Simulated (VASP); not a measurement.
Runs of VASP 6.6.1 on ZrB. The structure is that of space group Fm-3m (No. 225), or close to it. The cells are those of the table. 

| task | cell | cutoff (eV) | gap on the mesh (eV) | pressure (GPa) |
| --- | --- | --- | --- | --- |
| relaxation of cell and atoms | relaxed to 20 GPa from a = 3.472 Å, angles 60.0°, 2 atoms | 600 | none | 19.8 |
| relaxation of cell and atoms | relaxed from a = 3.472 Å, angles 60.0°, 2 atoms | 600 | none | 0.0 |
| single point | a = 3.404 Å, angles 60.0°, 2 atoms | 520 | none | (a) |
| single point | a = 3.468 Å, angles 60.0°, 2 atoms | 520 | none | 0.1 |
| single point | a = 3.352 Å, angles 60.0°, 2 atoms | 520 | none | 20.1 |

Alike in all rows: level PBE; potentials or basis VASP PAW PBE potentials, release 64 (Zr_sv, B); no spin polarisation; k mesh 9 × 9 × 9; smearing fermi-dirac 0.1 eV.

Fill in the values left out.

(a) 10.1.

Caveats: the cell is relaxed towards a set pressure, so the enthalpy falls and the energy may rise (some runs).

A k mesh can miss the band edges, and the runs leave out spin-orbit coupling on Zr.

A gap of «none» marks levels without a gap at the run's occupations.
